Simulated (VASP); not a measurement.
A run of VASP 6.6.1 is set up as follows.

Contents of INCAR:

```
ALGO = Normal
EDIFF = 1E-6
ENCUT = 520
GGA = PE
ISIF = 2
ISMEAR = 0
LASPH = T
LCHARG = T
LELF = T
LREAL = F
LVHAR = T
LWAVE = F
NBANDS = 36
NELM = 100
PREC = Accurate
SIGMA = 0.1
```

The input KPOINTS:

```
k-points
0
Gamma
  9 9 14
```

Contents of POSCAR:

```
Ir
1.0
    6.4943277087      0.0000000000      0.0000000000
   -3.2471638544      5.6242527762      0.0000000000
    0.0000000000      0.0000000000      2.6959932028
Ir
6
Direct
    0.1517864388      0.7372813033      0.8683100000
    0.2627186967      0.4145051355      0.5349766667
    0.4145051355      0.1517864388      0.2016433333
    0.5854948645      0.8482135612      0.2016433333
    0.7372813033      0.5854948645      0.5349766667
    0.8482135612      0.2627186967      0.8683100000
```

Potentials or basis: VASP PAW PBE potentials, release 64 (Ir).

Run with:

```console
$ cat potpaw_PBE.64/Ir/POTCAR > POTCAR
$ mpirun -np 1 vasp_std > vasp.out
```

**Question.** Estimate the pressure.

**Answer.** 0.4 GPa.

**Question.** What does it give for the largest force?

**Answer.** 0.003 eV/Å.

Forces in eV/Å, atoms in the order of the input:
```
Ir  -0.002  0.002  0.000
Ir  -0.001 -0.003  0.000
Ir  -0.003  0.000  0.000
Ir   0.003  0.000  0.000
Ir   0.001  0.003  0.000
Ir   0.002 -0.002  0.000
```
